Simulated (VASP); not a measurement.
Here is a VASP 6.6.1 calculation.

The input INCAR:

```
PREC = Accurate
ENCUT = 600
EDIFF = 1E-6
ISMEAR = 0
SIGMA = 0.01
LREAL = F
LASPH = T
NELM = 100
ALGO = Normal
ISIF = 3
LWAVE = F
LCHARG = F
GGA = PE
IVDW = 13
IBRION = 2
NSW = 100
EDIFFG = -0.02
```

Contents of KPOINTS:

```
regular mesh
0
Gamma
  6 6 6
```

The input POSCAR:

```
KMgF3
1.0
    3.9859000000      0.0000000000      0.0000000000
    0.0000000000      3.9859000000      0.0000000000
    0.0000000000      0.0000000000      3.9859000000
K Mg F
1 1 3
Direct
    0.5000000000      0.5000000000      0.5000000000
    0.0000000000      0.0000000000      0.0000000000
    0.5000000000      0.0000000000      0.0000000000
    0.0000000000      0.5000000000      0.0000000000
    0.0000000000      0.0000000000      0.5000000000
```

Potentials or basis: VASP PAW PBE potentials, release 64 (K_sv, Mg, F).

Launch:

```console
$ cat potpaw_PBE.64/K_sv/POTCAR potpaw_PBE.64/Mg/POTCAR potpaw_PBE.64/F/POTCAR > POTCAR
$ mpirun -np 1 vasp_std > vasp.out
```

Task: Estimate the relaxed cell.

Result: a = 4.025 Å, b = 4.025 Å, c = 4.025 Å, α = 90.00°, β = 90.00°, γ = 90.00°.

Task: What does it give for the band gap on the k mesh?

Result: 7.09 eV, indirect (least direct gap 7.41 eV).

Task: Predict the space group after relaxing (to 0.05 Å).

Result: Pm-3m (No. 221).

Task: Estimate the relaxed volume.

Result: 13.04 Å³/atom.

Step by step:
| step | energy change (eV) | largest force (eV/Å) | pressure (GPa) | volume (Å³) |
| --- | --- | --- | --- | --- |
| 1 | 0.0000 | 0.0000 | 2.16 | 63.33 |
| 2 | -0.0120 | 0.0000 | 0.31 | 64.91 |
| 3 | -0.0123 | 0.0000 | -0.01 | 65.21 |

A k mesh can miss the band edges. Zero-point motion and thermal expansion aren't in these numbers.
